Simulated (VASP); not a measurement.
A run of VASP 6.6.1:

INCAR

```
SYSTEM = PtSe2
PREC     = Accurate       ! precision mode
ENCUT    = 520            ! plane-wave cutoff, eV
EDIFF    = 1E-8           ! SCF threshold, eV
ISMEAR   = 1              ! smearing method
SIGMA    = 0.05           ! smearing width, eV
LREAL    = .FALSE.        ! projectors in reciprocal space
LASPH    = .TRUE.         ! aspherical terms in the spheres
NELM     = 100            ! most SCF steps
ALGO     = Normal         ! electronic algorithm
ISIF     = 2              ! what is computed and relaxed
LWAVE    = .FALSE.        ! write WAVECAR
LCHARG   = .FALSE.        ! write CHGCAR
GGA      = PE             ! functional
IBRION   = 8              ! ionic algorithm
NSW      = 1              ! ionic steps
```

Contents of KPOINTS:

```
Automatic mesh
0
G
  10 10 6
  0 0 0
```

The input POSCAR:

```
PtSe2
1.0
    3.7240000000      0.0000000000      0.0000000000
   -1.8620000000      3.2250790000      0.0000000000
    0.0000000000      0.0000000000      5.0620000000
Pt Se
1 2
Direct
    0.0000000000      0.0000000000      0.0000000000
    0.3333333333      0.6666666667      0.2500000000
    0.6666666667      0.3333333333      0.7500000000
```

Potentials or basis: VASP PAW PBE potentials, release 64 (Pt, Se).

The run is started by

```sh
$ cat potpaw_PBE.64/Pt/POTCAR potpaw_PBE.64/Se/POTCAR > POTCAR
$ mpirun -np 1 vasp_std > vasp.out
```

Hardware: 1 thread of Intel(R) Xeon(R) 6975P-C (Granite Rapids), on a shared host.

**Question.** Estimate the wall time of this run.

**Answer.** It took 7.5 min on 1 thread of Intel(R) Xeon(R) 6975P-C (Granite Rapids), on a shared host, peak memory 0.78 GiB. Counts: scf iterations 72, k points 72.
